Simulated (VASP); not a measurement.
# Tm3BF (Pm-3m) in VASP: notebook, part 2 of 2

VASP 6.6.1.

### Step 3. Single point, PBE

This run uses another cell than the first one, of 18.72 Å³/atom.

INCAR reads:

```
SYSTEM = Tm3BF
ALGO = Normal
EDIFF = 1E-6
ENCUT = 600
GGA = PE
GGA_COMPAT = .FALSE.
ISIF = 2
ISMEAR = 0
LASPH = .TRUE.
LCHARG = .TRUE.
LELF = .TRUE.
LMAXMIX = 6
LREAL = .FALSE.
LVHAR = .TRUE.
LWAVE = .FALSE.
NBANDS = 48
NELM = 200
PREC = Accurate
SIGMA = 0.1
```

KPOINTS reads:

```
k-points
0
G
  4 4 4
  0 0 0
```

POSCAR reads:

```
Tm3BF
1.0
    4.5407645971      0.0000000000      0.0000000000
    0.0000000000      4.5407645971      0.0000000000
    0.0000000000      0.0000000000      4.5407645971
Tm B F
3 1 1
Direct
    0.5000000000      0.0000000000      0.0000000000
    0.0000000000      0.5000000000      0.0000000000
    0.0000000000      0.0000000000      0.5000000000
    0.5000000000      0.5000000000      0.5000000000
    0.0000000000      0.0000000000      0.0000000000
```

Potentials or basis: VASP PAW PBE potentials, release 64 (Tm, B, F).

Launch:

```console
$ cat potpaw_PBE.64/Tm/POTCAR potpaw_PBE.64/B/POTCAR potpaw_PBE.64/F/POTCAR > POTCAR
$ mpirun -np 1 vasp_std > vasp.out
```

OUTCAR:

```text
SYSTEM = Tm3BF
   EDIFF = 1E-6
   ENCUT = 600
   GGA = PE
   ISIF = 2
   ISMEAR = 0
   LASPH = .TRUE.
   LREAL = .FALSE.
   NELM = 200
   PREC = Accurate

 ion  position               nearest neighbor table
   1  0.500  0.000  0.000-   5 2.27   5 2.27   2 3.21   3 3.21   2 3.21   2 3.21   3 3.21   3 3.21
                             3 3.21   2 3.21
   2  0.000  0.500  0.000-   5 2.27   5 2.27   1 3.21   3 3.21   1 3.21   3 3.21   3 3.21   3 3.21
                             1 3.21   1 3.21
   3  0.000  0.000  0.500-   5 2.27   5 2.27   1 3.21   1 3.21   2 3.21   2 3.21   2 3.21   2 3.21
                             1 3.21   1 3.21
   4  0.500  0.500  0.500-
   5  0.000  0.000  0.000-   1 2.27   2 2.27   3 2.27   3 2.27   2 2.27   1 2.27

  LATTYP: Found a simple cubic cell.
 ALAT       =     4.5407645971

  Lattice vectors:

 A1 = (   4.5407645971,   0.0000000000,   0.0000000000)
 A2 = (   0.0000000000,   4.5407645971,   0.0000000000)
 A3 = (   0.0000000000,   0.0000000000,   4.5407645971)

Analysis of symmetry for initial positions (statically):
[... 164 lines left out ...]
 E-fermi :   3.3009     XC(G=0): -11.0433

 val. band max:        3.2883978583   @ k =   0.2500   0.2500   0.2500
 cond. band min:       3.3041658726   @ k =   0.5000   0.5000   0.0000
 fundamental gap:      0.0157680143
 Fermi energy:         3.3009482007

 k-point     1 :       0.0000    0.0000    0.0000
  band No.  band energies     occupation
      1     -46.6256      2.00000
      2     -46.4753      2.00000
      3     -46.4753      2.00000
      4     -25.5642      2.00000
      5     -20.7980      2.00000
      6     -20.7980      2.00000
[... 499 lines left out ...]
     47       6.1846      0.00000
     48       7.3193      0.00000

------------------------ aborting loop because EDIFF is reached ----------------------------------------

  FORCE on cell =-STRESS in cart. coord.  units (eV):
  Direction    XX          YY          ZZ          XY          YZ          ZX
  --------------------------------------------------------------------------------------
  -------------------------------------------------------------------------------------
  Total       -2.2781092     -2.2781092     -2.2781092     -0.0000000     -0.0000000      0.0000000
  in kB      -38.9850555    -38.9850555    -38.9850555     -0.0000000     -0.0000000      0.0000000
  external PRESSURE =     -38.9850555 kB  Pullay stress =       0.0000000 kB

 VOLUME and BASIS-vectors are now :
 -----------------------------------------------------------------------------
  energy-cutoff  :      600.00
  volume of cell :       93.62
      direct lattice vectors                 reciprocal lattice vectors
     4.540764597  0.000000000  0.000000000     0.220227228  0.000000000  0.000000000
     0.000000000  4.540764597  0.000000000     0.000000000  0.220227228  0.000000000
     0.000000000  0.000000000  4.540764597     0.000000000  0.000000000  0.220227228

 POSITION                                       TOTAL-FORCE (eV/Angst)
 -----------------------------------------------------------------------------------
      2.27038      0.00000      0.00000         0.000000      0.000000      0.000000
      0.00000      2.27038      0.00000         0.000000      0.000000      0.000000
      0.00000      0.00000      2.27038         0.000000      0.000000      0.000000
      2.27038      2.27038      2.27038         0.000000      0.000000      0.000000
      0.00000      0.00000      0.00000         0.000000      0.000000      0.000000
 -----------------------------------------------------------------------------------
    total drift:                                0.000000      0.000000     -0.000000

  FREE ENERGIE OF THE ION-ELECTRON SYSTEM (eV)
  ---------------------------------------------------
  free  energy   TOTEN  =       -22.0309387748 eV

  energy  without entropy=      -21.7938220812  energy(sigma->0) =      -21.91238043
```

Run time: 91 s. Hardware: 1 thread of Intel Xeon 6975P-C (Granite Rapids), shared host; peak memory 0.24 GiB.

What came out:

```
Free energy            : -22.0309 eV
Pressure               : -3.9 GPa
Band gap on the k mesh : zero (an odd number of electrons rules out a gap without spin polarisation)
```

Caveat: the cell stands under tension; spin-orbit coupling is left out, which moves the levels of the heavy elements; an odd number of electrons without spin polarisation forces a metal; a magnetic or distorted state may lie lower; the run has no spin polarisation, though such a crystal can be magnetic; semilocal functionals describe open f shells poorly, which spoils levels, moments and volumes. Spin polarisation is off, so any magnetic state and its effect on volume and gap are missing.

### Step 4. Relaxation of cell and atoms, PBE

INCAR reads:

```
  PREC = Accurate
  ENCUT = 600
  EDIFF = 1E-7
  ISMEAR = 0
  SIGMA = 0.1
  LREAL = F
  LASPH = T
  NELM = 200
  ALGO = Normal
  ISIF = 3
  LWAVE = F
  LCHARG = F
  GGA = PE
  IBRION = 2
  NSW = 90
  EDIFFG = -0.04
  GGA_COMPAT = F
  NELMIN = 4
  LMAXMIX = 6
```

KPOINTS reads:

```
Automatic mesh
0
Gamma
  4 4 4
```

POSCAR, as its differences from that of step 3:

```diff
@@ -2,5 +2,5 @@
 1.0
-    4.5407645971      0.0000000000      0.0000000000
-    0.0000000000      4.5407645971      0.0000000000
-    0.0000000000      0.0000000000      4.5407645971
+    4.4603889400      0.0000000000      0.0000000000
+    0.0000000000      4.4603889400      0.0000000000
+    0.0000000000      0.0000000000      4.4603889400
 Tm B F
```

Launch:

```console
$ cat potpaw_PBE.64/Tm/POTCAR potpaw_PBE.64/B/POTCAR potpaw_PBE.64/F/POTCAR > POTCAR
$ mpirun -np 1 vasp_std > vasp.out
```

It took 5.3 min on 1 thread of Intel Xeon 6975P-C (Granite Rapids), shared host; peak memory 0.25 GiB.

Results (log left out):

* Free energy: -22.1077 eV
* Relaxed volume: 20.17 Å³/atom
* Relaxed cell: a = 4.655 Å, b = 4.655 Å, c = 4.655 Å, α = 90.00°, β = 90.00°, γ = 90.00°
* Space group after relaxing (to 0.1 Å): Pm-3m (No. 221)
* Energy gained by relaxing: 53.1 meV/atom
* Ionic steps: 2
* Pressure after relaxing: -0.2 GPa
* Band gap on the k mesh: zero (an odd number of electrons rules out a gap without spin polarisation)

The path:
| step | energy change (eV) | largest force (eV/Å) | pressure (GPa) | volume (Å³) |
| --- | --- | --- | --- | --- |
| 1 | 0.0000 | 0.0000 | 8.17 | 88.74 |
| 2 | -0.2653 | 0.0000 | -0.20 | 100.87 |

Final structure:
```
Tm B F
1.0
     4.65508    0.00000    0.00000
     0.00000    4.65508    0.00000
     0.00000    0.00000    4.65508
Tm B F
3 1 1
Cartesian
  2.3275 0.0000 0.0000
  0.0000 2.3275 0.0000
  0.0000 0.0000 2.3275
  2.3275 2.3275 2.3275
  0.0000 0.0000 0.0000
```

Levels at points of the mesh, in eV from the Fermi level:
```csv
k point,band 38,band 39,band 40,band 41,band 42,band 43
"(0.00, 0.00, 0.00)",-0.09,-0.09,-0.09,-0.06,-0.06,-0.06
"(0.50, 0.00, 0.00)",-0.07,-0.07,0.03,0.03,0.54,1.59
"(0.50, 0.50, 0.00)",-0.10,-0.08,-0.06,0.01,1.62,2.05
"(0.50, 0.50, 0.50)",-0.03,0.00,0.00,0.00,0.08,0.08
```

Caveat: spin-orbit coupling is left out, which moves the levels of the heavy elements; an odd number of electrons without spin polarisation forces a metal; a magnetic or distorted state may lie lower; the run has no spin polarisation, though such a crystal can be magnetic; semilocal functionals describe open f shells poorly, which spoils levels, moments and volumes. Spin polarisation is off, so any magnetic state and its effect on volume and gap are missing.

### Step 5. Summary

```tsv
task	cell	gap on the mesh (eV)	pressure (GPa)
single point	a = 4.460 Å, 5 atoms	none	8.2
single point	a = 4.541 Å, 5 atoms	none	-3.9
relaxation of cell and atoms	relaxed from a = 4.460 Å, 5 atoms	none	-0.2
```

Alike in all rows: level PBE; potentials or basis VASP PAW PBE potentials, release 64 (Tm, B, F); no spin polarisation; k mesh 4 × 4 × 4; cutoff (eV) 600; smearing gaussian 0.1 eV.

Caveats: spin-orbit coupling is left out, which moves the levels of the heavy elements; an odd number of electrons without spin polarisation forces a metal; a magnetic or distorted state may lie lower; the run has no spin polarisation, though such a crystal can be magnetic; semilocal functionals describe open f shells poorly, which spoils levels, moments and volumes; the cell stands under pressure (at least some runs); the cell stands under tension (at least some runs).

Absolute energies hang on the potentials; compare differences alone.
